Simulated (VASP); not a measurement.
Al2BH: relaxation of cell and atoms with PBE

The system is Al2BH.

```
CELL_PARAMETERS angstrom
4.23498 0.00000 0.00000
-2.11749 3.66760 0.00000
0.00000 0.00000 3.13007
ATOMIC_POSITIONS crystal
Al 0.33333 0.66667 0.59679
Al 0.66667 0.33333 0.40321
B 0.00000 0.00000 0.00000
H 0.00000 0.00000 0.50000
```

The cell was built from a structure type or drawn by symmetry, and may not be a known phase.

* Program: VASP 6.6.1
* Task: relaxation of cell and atoms
* Functional: PBE
* Potentials or basis: VASP PAW PBE potentials, release 64 (Al, B, H)
* Cutoff: 600 eV
* k mesh: 6 × 6 × 6
* Occupations: gaussian, width 0.1 eV
* Spin: no spin polarisation
* Dipole correction: no
* Further INCAR settings: ALGO = Normal; EDIFF = 1e-07; IBRION = 2; EDIFFG = -0.04; NSW = 90; ISIF = 3

| Item | Value |
| --- | --- |
| Relaxed volume | 10.62 Å³/atom |
| Relaxed cell | a = 4.028 Å, b = 4.028 Å, c = 3.025 Å, α = 90.00°, β = 90.00°, γ = 120.00° |
| Space group after relaxing (to 0.1 Å) | P-3m1 (No. 164) |
| Energy gained by relaxing | 395.7 meV/atom |
| Ionic steps | 19 |
| Pressure after relaxing | 0.2 GPa |
| Largest force after relaxing | 0.008 eV/Å |
| Band gap on the k mesh | zero (bands 5 and 6 overlap by 4.89 eV) |

Forces on the atoms (eV/Å):
```
Al   0.000  0.000 -0.008
Al   0.000  0.000  0.008
B    0.000  0.000  0.000
H    0.000  0.000  0.000
```

Stress tensor (GPa, compression positive):
```
0.01 0.00 0.00
0.00 0.01 0.00
0.00 0.00 0.45
```

The path:
```tsv
step	energy change (eV)	largest force (eV/Å)	pressure (GPa)	volume (Å³)
1	0.0000	1.3388	-2.25	48.62
2	-0.2274	1.3792	-1.81	47.39
3	-0.4129	1.4491	-0.54	45.33
4	-0.1035	0.9412	15.88	40.81
5	-0.4234	1.4415	1.44	44.29
6	-0.4249	1.3232	6.18	42.59
7	-0.5660	1.1165	5.31	42.76
8	-0.7678	0.3285	5.14	43.28
9	-1.0631	0.2151	-0.48	44.55
10	-1.2300	0.0026	-4.78	46.11
11	-1.2193	0.6382	-7.76	48.89
12	-1.2750	0.2202	-6.56	47.19
13	-1.4069	0.5252	-2.56	44.86
14	-1.4371	0.7545	0.87	43.40
15	-1.4868	0.7027	1.01	43.12
16	-1.5511	0.4092	1.34	42.39
17	-1.5818	0.0104	-0.97	42.97
18	-1.5820	0.0196	-0.82	42.93
19	-1.5830	0.0079	0.15	42.50
```

Final structure:
```xyz
4
Lattice="4.0277 0.0000 0.0000 -2.0139 3.4881 0.0000 0.0000 0.0000 3.0249" Properties=species:S:1:pos:R:3 pbc="T T T"
Al    0.0000    2.3254    2.3882
Al    2.0139    1.1627    0.6367
B     0.0000    0.0000    0.0000
H     0.0000    0.0000    1.5125
```

Levels at points of the mesh, in eV from the Fermi level:
| k point | band 1 | band 2 | band 3 | band 4 | band 5 | band 6 | band 7 | band 8 | band 9 |
| --- | --- | --- | --- | --- | --- | --- | --- | --- | --- |
| (0.00, 0.00, 0.00) | -12.68 | -3.00 | -2.27 | -2.27 | -0.27 | -0.27 | 1.16 | 2.06 | 2.45 |
| (0.50, 0.00, 0.00) | -10.76 | -8.76 | -4.17 | -3.37 | 2.02 | 3.64 | 4.04 | 5.50 | 7.63 |
| (0.00, 0.00, 0.50) | -9.04 | -8.98 | -0.87 | -0.55 | -0.55 | 2.16 | 2.66 | 2.66 | 4.29 |
| (0.50, 0.00, 0.50) | -7.74 | -6.93 | -5.77 | -3.78 | -2.03 | 0.24 | 0.72 | 1.85 | 7.62 |

Run time: 5.8 min on 1 thread of Intel Xeon 8259CL, with other jobs on the host, peak memory 0.2 GiB.
